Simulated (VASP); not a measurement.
# GaAs (NiAs type) (P6_3/mmc) in VASP: notebook

The runs below take GaAs (NiAs type) through single point, relaxation of cell and atoms, with PBE.

All numbers are computed with VASP 6.6.1; they aren't measurements. Logs are shortened: lines on timing, memory, paths and dates and some standing lists are left out, and cuts for length are marked.

## Step 1: The cell of the first run

The structure is hexagonal, space group P6_3/mmc (No. 194). The conventional cell has a = 3.781 Å, b = 3.781 Å, c = 6.388 Å, α = 90.00°, β = 90.00°, γ = 120.00°. Ga (site symmetry -3m) has 6 As at 2.70 Å and 2 Ga at 3.19 Å within 3.6 Å. As (site symmetry -6m2) has 6 Ga at 2.70 Å within 3.6 Å.

## Step 2: Single point, PBE

The input, INCAR:

```
ALGO = Normal
EDIFF = 1E-6
ENCUT = 520
GGA = PE
ISIF = 2
ISMEAR = -1
LASPH = True
LCHARG = False
LREAL = False
LWAVE = False
NBANDS = 26
NELM = 60
PREC = Accurate
SIGMA = 0.05
```

The input, KPOINTS:

```
k-points
0
Gamma
  10 10 6
```

The input, POSCAR:

```
GaAs
1.0
    3.7812511203      0.0000000000      0.0000000000
   -1.8906255601      3.2746595282      0.0000000000
    0.0000000000      0.0000000000      6.3880361980
Ga As
2 2
Direct
    0.0000000000      0.0000000000      0.0000000000
    0.0000000000      0.0000000000      0.5000000000
    0.3333333333      0.6666666667      0.2500000000
    0.6666666667      0.3333333333      0.7500000000
```

Potentials or basis: VASP PAW PBE potentials, release 64 (Ga_d, As).

On the command line:

```console
$ cat potpaw_PBE.64/Ga_d/POTCAR potpaw_PBE.64/As/POTCAR > POTCAR
$ mpirun -np 1 vasp_std > vasp.out
```

OUTCAR:

```text
EDIFF = 1E-6
   ENCUT = 520
   GGA = PE
   ISIF = 2
   ISMEAR = -1
   LASPH = True
   LREAL = False
   NELM = 60
   PREC = Accurate

 ion  position               nearest neighbor table
   1  0.000  0.000  0.000-   3 2.70   4 2.70   3 2.70   4 2.70   4 2.70   3 2.70
   2  0.000  0.000  0.500-   3 2.70   4 2.70   3 2.70   4 2.70   4 2.70   3 2.70
   3  0.333  0.667  0.250-   1 2.70   2 2.70   1 2.70   2 2.70   1 2.70   2 2.70
   4  0.667  0.333  0.750-   1 2.70   2 2.70   1 2.70   2 2.70   1 2.70   2 2.70

  LATTYP: Found a hexagonal cell.
 ALAT       =     3.7812511203
 C/A-ratio  =     1.6893975022

  Lattice vectors:

 A1 = (   3.7812511203,   0.0000000000,   0.0000000000)
 A2 = (  -1.8906255601,   3.2746595282,   0.0000000000)
 A3 = (   0.0000000000,   0.0000000000,   6.3880361980)

Analysis of symmetry for initial positions (statically):
=====================================================================
 Subroutine PRICEL returns:
 Original cell was already a primitive cell.

 Routine SETGRP: Setting up the symmetry group for a
 hexagonal supercell.

 Subroutine GETGRP returns: Found 24 space group operations
 (whereof 12 operations were pure point group operations)
 out of a pool of 24 trial point group operations.

The static configuration has the point symmetry D_3d.
 The point group associated with its full space group is D_6h.

Analysis of symmetry for dynamics (positions and initial velocities):
=====================================================================
 Subroutine PRICEL returns:
 Original cell was already a primitive cell.

 Routine SETGRP: Setting up the symmetry group for a
 hexagonal supercell.

 Subroutine GETGRP returns: Found 24 space group operations
 (whereof 12 operations were pure point group operations)
 out of a pool of 24 trial point group operations.

The dynamic configuration has the point symmetry D_3d.
 The point group associated with its full space group is D_6h.

 Subroutine INISYM returns: Found 24 space group operations
 (whereof 12 operations are pure point group operations),
 and found     1 'primitive' translations

----------------------------------------------------------------------------------------

                                     Primitive cell

  volume of cell :      79.0986

  direct lattice vectors                    reciprocal lattice vectors
     3.781251120  0.000000000  0.000000000     0.264462732  0.152687629  0.000000000
    -1.890625560  3.274659528  0.000000000     0.000000000  0.305375259  0.000000000
     0.000000000  0.000000000  6.388036198     0.000000000  0.000000000  0.156542632

  length of vectors
     3.781251120  3.781251120  6.388036198     0.305375259  0.305375259  0.156542632

  position of ions in fractional coordinates (direct lattice)
     0.000000000  0.000000000  0.000000000
     0.000000000  0.000000000  0.500000000
     0.333333333  0.666666667  0.250000000
     0.666666667  0.333333333  0.750000000

  ion indices of the primitive-cell ions
   primitive index   ion index
                 1           1
                 2           2
                 3           3
                 4           4

----------------------------------------------------------------------------------------

 KPOINTS: k-points

Automatic generation of k-mesh.
 Grid dimensions read from file:
 generate k-points for:   10   10    6

 Generating k-lattice:

  Cartesian coordinates                     Fractional coordinates (reciprocal lattice)
     0.026446273  0.015268763  0.000000000     0.100000000  0.000000000  0.000000000
     0.000000000  0.030537526  0.000000000     0.000000000  0.100000000  0.000000000
     0.000000000  0.000000000  0.026090439     0.000000000  0.000000000  0.166666667

  Length of vectors
     0.030537526  0.030537526  0.026090439

  Shift w.r.t. Gamma in fractional coordinates (k-lattice)
     0.000000000  0.000000000  0.000000000

 Subroutine IBZKPT returns following result:
 ===========================================

 Found     56 irreducible k-points:

 Following reciprocal coordinates:
            Coordinates               Weight
  0.000000  0.000000  0.000000      1.000000
  0.100000 -0.000000  0.000000      6.000000
  0.200000 -0.000000  0.000000      6.000000
  0.300000  0.000000  0.000000      6.000000
  0.400000  0.000000  0.000000      6.000000
  0.500000  0.000000  0.000000      3.000000
[... 16 lines left out ...]
  0.300000  0.100000  0.166667     24.000000
  0.400000  0.100000  0.166667     24.000000
 [... further k-points ...]
   k-points           NKPTS =     56   k-points in BZ     NKDIM =     56   number of bands    NBANDS=     26
   number of dos      NEDOS =    301   number of ions     NIONS =      4
   total plane-waves  NPLWV =  37632
   dimension x,y,z NGX =    28 NGY =   28 NGZ =   48
   dimension x,y,z NGXF=    56 NGYF=   56 NGZF=   96
   ions per type =               2   2
   NGX,Y,Z   is equivalent  to a cutoff of  12.31, 12.31, 12.49 a.u.
   NGXF,Y,Z  is equivalent  to a cutoff of  24.62, 24.62, 24.98 a.u.
 SYSTEM =  unknown system
   PREC   = accura    normal or accurate (medium, high low for compatibility)
   ISTART =      0    job   : 0-new  1-cont  2-samecut
   ICHARG =      2    charge: 1-file 2-atom 10-const
   ISPIN  =      1    spin polarized calculation?
   LNONCOLLINEAR =      F non collinear calculations
   LSORBIT =      F    spin-orbit coupling
   LASPH  =      T    aspherical Exc in radial PAW
   ENCUT  =  520.0 eV  38.22 Ry    6.18 a.u.   7.03  7.03 11.88*2*pi/ulx,y,z
   NELM   =     60;   NELMIN=  2; NELMDL= -5     # of ELM steps
   EDIFF  = 0.1E-05   stopping-criterion for ELM
   LREAL  =      F    real-space projection
   EDIFFG = 0.1E-04   stopping-criterion for IOM
   NSW    =      0    number of steps for IOM
   IBRION =     -1    ionic relax: 0-MD 1-quasi-New 2-CG
   NFREE  =      0    steps in history (QN), initial steepest desc. (CG)
   ISIF   =      2    stress and relaxation
   ISYM   =      2    0-nonsym 1-usesym 2-fastsym
   POTIM  = 0.5000    time-step for ionic-motion
   TEBEG  =    0.0;   TEEND  =   0.0 temperature during run
   PSTRESS=    0.0 pullay stress
   NELECT =      36.0000    total number of electrons
   NUPDOWN=      -1.0000    fix difference up-down
   EMIN   =  10.00;   EMAX   =-10.00  energy-range for DOS
   EFERMI =   0.00;   METHOD = LEGACY
   ISMEAR =    -1;   SIGMA  =   0.05  broadening in eV -4-tet -1-fermi 0-gaus
   EFERMI_NEDOS =   21; number of points for ismear=-14 and -15
   IALGO  =     38    algorithm
   IMIX   =      4    mixing-type and parameters
     AMIX     =   0.40;   BMIX     =  1.00
     AMIX_MAG =   1.60;   BMIX_MAG =  1.00
  volume/ion in A,a.u.               =      19.77       133.45
  Fermi-wavevector in a.u.,A,eV,Ry     =   1.259271  2.379678 21.575633  1.585764
  Thomas-Fermi vector in A             =   2.392839
   LORBIT       =      0    0 simple, 1 ext, 2 COOP (PROOUT), +10 PAW based schemes
   GGA     = PE    functional components
   LHFCALC =     F    Hartree Fock is set to
   AEXX    =    0.0000 exact exchange contribution
   IVDW    =     0    specifies the selected vdW correction
   LEPSILON=     F    determine dielectric tensor
   LRPA    =     F    only Hartree local field effects (RPA)
 non-spin polarized calculation
  energy-cutoff  :      520.00
  volume of cell :       79.10
 maximum number of plane-waves:      2152
   NGX = 15   NGY = 15   NGZ = 23

 number of electron      35.9999986 magnetization

 Free energy of the ion-electron system (eV)
  ---------------------------------------------------
  ext. energy  EPLUGINS =         0.00000000
  ---------------------------------------------------
  free energy    TOTEN  =       -15.16088936 eV

  energy without entropy =      -15.14907384  energy(sigma->0) =      -15.15498160

 E-fermi :   5.1331     XC(G=0): -10.5374

 val. band max:        5.1285938441   @ k =   0.2000   0.2000   0.1667
 cond. band min:       5.2262004112   @ k =   0.0000   0.0000   0.3333
 fundamental gap:      0.0976065671
 Fermi energy:         5.1331408807

 k-point     1 :       0.0000    0.0000    0.0000
  band No.  band energies     occupation
      1      -9.7004      2.00000
      2      -9.6760      2.00000
      3      -9.6760      2.00000
      4      -9.6262      2.00000
      5      -9.6262      2.00000
      6      -9.6174      2.00000
[... 18 lines left out ...]
     25      10.8948      0.00000
     26      11.3637      0.00000

 k-point     2 :       0.1000   -0.0000    0.0000
  band No.  band energies     occupation
      1      -9.6989      2.00000
      2      -9.6899      2.00000
      3      -9.6754      2.00000
      4      -9.6286      2.00000
      5      -9.6235      2.00000
      6      -9.6188      2.00000
[... 18 lines left out ...]
     25      11.8855      0.00000
     26      11.8937      0.00000

 k-point     3 :       0.2000   -0.0000    0.0000
  band No.  band energies     occupation
      1      -9.7255      2.00000
      2      -9.6952      2.00000
      3      -9.6749      2.00000
      4      -9.6355      2.00000
      5      -9.6224      2.00000
      6      -9.6171      2.00000
[... 18 lines left out ...]
     25      11.5009      0.00000
     26      12.0042      0.00000

 k-point     4 :       0.3000    0.0000    0.0000
  band No.  band energies     occupation
      1      -9.7669      2.00000
      2      -9.6909      2.00000
      3      -9.6759      2.00000
      4      -9.6448      2.00000
      5      -9.6269      2.00000
      6      -9.6109      2.00000
[... 18 lines left out ...]
     25      12.8912      0.00000
     26      13.2334      0.00000

 k-point     5 :       0.4000    0.0000    0.0000
  band No.  band energies     occupation
      1      -9.7985      2.00000
      2      -9.6875      2.00000
      3      -9.6776      2.00000
      4      -9.6526      2.00000
      5      -9.6305      2.00000
      6      -9.6075      2.00000
[... 18 lines left out ...]
     25      13.5326      0.00000
     26      14.2356      0.00000

 k-point     6 :       0.5000    0.0000    0.0000
  band No.  band energies     occupation
      1      -9.8101      2.00000
      2      -9.6863      2.00000
      3      -9.6784      2.00000
      4      -9.6557      2.00000
      5      -9.6319      2.00000
      6      -9.6066      2.00000
[... 427 lines left out ...]
 k-point    21 :       0.1000    0.1000    0.1667
  band No.  band energies     occupation
      1      -9.7075      2.00000
      2      -9.6870      2.00000
      3      -9.6724      2.00000
      4      -9.6368      2.00000
      5      -9.6232      2.00000
      6      -9.6189      2.00000
[... 18 lines left out ...]
     25      11.4598      0.00000
     26      12.1540      0.00000

 k-point    22 :       0.2000    0.1000    0.1667
  band No.  band energies     occupation
      1      -9.7409      2.00000
      2      -9.6828      2.00000
      3      -9.6762      2.00000
      4      -9.6447      2.00000
      5      -9.6227      2.00000
      6      -9.6181      2.00000
[... 18 lines left out ...]
     25      11.6339      0.00000
     26      12.9175      0.00000

 k-point    23 :       0.3000    0.1000    0.1667
  band No.  band energies     occupation
      1      -9.7726      2.00000
      2      -9.6808      2.00000
      3      -9.6787      2.00000
      4      -9.6532      2.00000
      5      -9.6254      2.00000
      6      -9.6151      2.00000
[... 18 lines left out ...]
     25      12.3634      0.00000
     26      13.3765      0.00000

 k-point    24 :       0.4000    0.1000    0.1667
  band No.  band energies     occupation
      1      -9.7913      2.00000
      2      -9.6840      2.00000
      3      -9.6762      2.00000
      4      -9.6586      2.00000
      5      -9.6272      2.00000
      6      -9.6138      2.00000
[... 18 lines left out ...]
     25      13.1080      0.00000
     26      13.7014      0.00000

 [... further k-points ...]

------------------------ aborting loop because EDIFF is reached ----------------------------------------

  FORCE on cell =-STRESS in cart. coord.  units (eV):
  Direction    XX          YY          ZZ          XY          YZ          ZX
  --------------------------------------------------------------------------------------
  -------------------------------------------------------------------------------------
  Total        0.1131045      0.1131045      0.1244915      0.0000000      0.0000000      0.0000000
  in kB        2.2909813      2.2909813      2.5216287      0.0000000      0.0000000      0.0000000
  external PRESSURE =       2.3678638 kB  Pullay stress =       0.0000000 kB

 VOLUME and BASIS-vectors are now :
 -----------------------------------------------------------------------------
  energy-cutoff  :      520.00
  volume of cell :       79.10
      direct lattice vectors                 reciprocal lattice vectors
     3.781251120  0.000000000  0.000000000     0.264462732  0.152687629  0.000000000
    -1.890625560  3.274659528  0.000000000     0.000000000  0.305375259  0.000000000
     0.000000000  0.000000000  6.388036198     0.000000000  0.000000000  0.156542632

 POSITION                                       TOTAL-FORCE (eV/Angst)
 -----------------------------------------------------------------------------------
      0.00000      0.00000      0.00000        -0.000000      0.000000      0.000000
      0.00000      0.00000      3.19402        -0.000000      0.000000      0.000000
     -0.00000      2.18311      1.59701         0.000000      0.000000     -0.000000
      1.89063      1.09155      4.79103        -0.000000     -0.000000     -0.000000
 -----------------------------------------------------------------------------------
    total drift:                               -0.000000      0.000000      0.000000

  FREE ENERGIE OF THE ION-ELECTRON SYSTEM (eV)
  ---------------------------------------------------
  free  energy   TOTEN  =       -15.1608893596 eV

  energy  without entropy=      -15.1490738401  energy(sigma->0) =      -15.15498160
```

Wall time 87 s (1 thread of Intel Xeon 6975P-C, shared host); peak memory 0.24 GiB.

Results:

```
Free energy            : -15.1609 eV
Pressure               : 0.2 GPa
Band gap on the k mesh : zero (band 18 reaches 5.80 eV, above the bottom of band 19 at 2.76 eV)
```

## Step 3: Relaxation of cell and atoms, PBE, target pressure 0.043 GPa, at which the enthalpy is minimised

This run uses another cell than the first one, of 19.59 Å³/atom, 0.991 times its volume.

The input, INCAR:

```
ALGO = Normal ; EDIFF = 1E-6
EDIFFG = -0.005 ; ENCUT = 600
GGA = PE ; IBRION = 2
ISIF = 3 ; ISMEAR = -1
LASPH = T ; LCHARG = F
LREAL = F ; LWAVE = F
NELM = 100 ; NSW = 60
PREC = Accurate ; PSTRESS = 0.42999999999999994
SIGMA = 0.05
```

KPOINTS is that of step 2.

The input, POSCAR:

```
GaAs
1.0
    3.8792884752      0.0000000000      0.0000000000
   -1.9396442376      3.3595623681      0.0000000000
    0.0000000000      0.0000000000      6.0128971365
Ga As
2 2
Direct
    0.0000000000      0.0000000000      0.0000000000
    0.0000000000      0.0000000000      0.5000000000
    0.3333333333      0.6666666667      0.2500000000
    0.6666666667      0.3333333333      0.7500000000
```

Potentials or basis: VASP PAW PBE potentials, release 64 (Ga_d, As).

On the command line:

```console
$ cat potpaw_PBE.64/Ga_d/POTCAR potpaw_PBE.64/As/POTCAR > POTCAR
$ mpirun -np 1 vasp_std > vasp.out
```

Wall time 7.6 min (1 thread of Intel Xeon Platinum 8488C (Sapphire Rapids), shared host); peak memory 0.29 GiB.

It converged, with:

```yaml
Free_energy: -15.1608 eV
Relaxed_volume: 19.82 Å³/atom
Relaxed_cell: a = 3.783 Å, b = 3.783 Å, c = 6.398 Å, α = 90.00°, β = 90.00°, γ = 120.00°
Space_group_after_relaxing_to_0.05_Å: P6_3/mmc (No. 194)
Energy_change_on_relaxing_the_enthalpy_is_what_falls: -16.3 meV/atom
Ionic_steps: 11
Pressure_after_relaxing: 0.0 GPa
Band_gap_on_the_k_mesh: zero (band 18 reaches 5.77 eV, above the bottom of band 19 at 2.74 eV)
```

Step by step:
| step | energy change (eV) | largest force (eV/Å) | pressure (GPa) | volume (Å³) |
| --- | --- | --- | --- | --- |
| 1 | 0.0000 | 0.0000 | 1.54 | 78.36 |
| 2 | -0.0355 | 0.0000 | -0.52 | 80.44 |
| 3 | -0.0397 | 0.0000 | -1.47 | 81.56 |
| 4 | -0.0608 | 0.0000 | -0.89 | 80.47 |
| 5 | -0.0644 | 0.0000 | -0.25 | 79.87 |
| 6 | -0.0646 | 0.0000 | -0.35 | 79.75 |
| 7 | -0.0646 | 0.0000 | -0.33 | 79.69 |
| 8 | -0.0650 | 0.0000 | 0.20 | 79.11 |
| 9 | -0.0651 | 0.0000 | 0.08 | 79.28 |
| 10 | -0.0651 | 0.0000 | 0.03 | 79.30 |
| 11 | -0.0651 | 0.0000 | 0.03 | 79.30 |

Final structure:
```yaml
crystal:
  lattice:
    - [3.78298, 0.00000, 0.00000]
    - [-1.89149, 3.27616, 0.00000]
    - [0.00000, 0.00000, 6.39837]
  atoms:
    - { symbol: Ga, position: [0.00000, 0.00000, 0.00000] }
    - { symbol: Ga, position: [0.00000, 0.00000, 0.50000] }
    - { symbol: As, position: [0.33333, 0.66667, 0.25000] }
    - { symbol: As, position: [0.66667, 0.33333, 0.75000] }
```

Levels at points of the mesh, in eV from the Fermi level:
```csv
k point,band 16,band 17,band 18,band 19,band 20,band 21
"(0.00, 0.00, 0.00)",-0.05,-0.05,0.42,0.42,2.55,5.04
"(0.50, 0.00, 0.00)",-3.92,-2.32,0.25,1.22,1.56,2.58
"(0.00, 0.00, 0.50)",0.23,0.23,0.23,2.02,2.02,4.54
"(0.50, 0.00, 0.50)",-1.83,-1.43,-1.43,-0.40,-0.40,3.60
```

Caveat: the cell is relaxed towards a set pressure, so the enthalpy falls and the energy may rise.
